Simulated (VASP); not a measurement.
Ti3Al5, 8 atoms in the cell. It takes space group P4/mmm (No. 123, tetragonal). Conventional cell: a = 3.895 Å, b = 3.895 Å, c = 8.326 Å, α = 90.00°, β = 90.00°, γ = 90.00°. Ti (site symmetry 4/mmm) has 4 Ti at 2.75 Å and 8 Al at 2.85 Å within 3.6 Å. Ti (site symmetry 4/mmm) has 12 Al at 2.75 to 2.85 Å within 3.6 Å. Within 3.6 Å of Ti (site symmetry 4/mmm) lie 4 Ti at 2.75 Å and 8 Al at 2.85 Å. Al (site symmetry 2mm) has 6 Al at 2.75 to 2.85 Å and 6 Ti at 2.85 Å within 3.6 Å. Al (site symmetry 4/mmm) has 4 Ti at 2.75 Å and 8 Al at 2.85 Å within 3.6 Å. 

| Property | Result |
| --- | --- |
| Program | VASP 6.6.1 |
| Task | single point |
| Functional | r2SCAN |
| Potentials or basis | VASP PAW PBE potentials, release 64 (Ti_sv, Al) |
| Cutoff | 520 eV |
| k mesh | 10 × 10 × 4 |
| Occupations | gaussian, width 0.05 eV |
| Spin | no spin polarisation |
| Dipole correction | no |
| Further INCAR settings | ALGO = Normal; EDIFF = 1e-06; NBANDS = 36 |

Potentials or basis: VASP PAW PBE potentials, release 64 (Ti_sv, Al).

Run with:

```sh
$ cat potpaw_PBE.64/Ti_sv/POTCAR potpaw_PBE.64/Al/POTCAR > POTCAR
$ cp INCAR.step1 INCAR
$ mpirun -np 1 vasp_std > vasp.out
$ cp INCAR.step2 INCAR
$ mpirun -np 1 vasp_std > vasp.out
```

Hardware: 1 thread of Intel(R) Xeon(R) Platinum 8259CL CPU @ 2.50GHz (Skylake/Cascade Lake), on a shared host.

Estimate the wall time of this run.

It took 24 min on 1 thread of Intel(R) Xeon(R) Platinum 8259CL CPU @ 2.50GHz (Skylake/Cascade Lake), on a shared host, peak memory 0.39 GiB. Counts: k points 63.
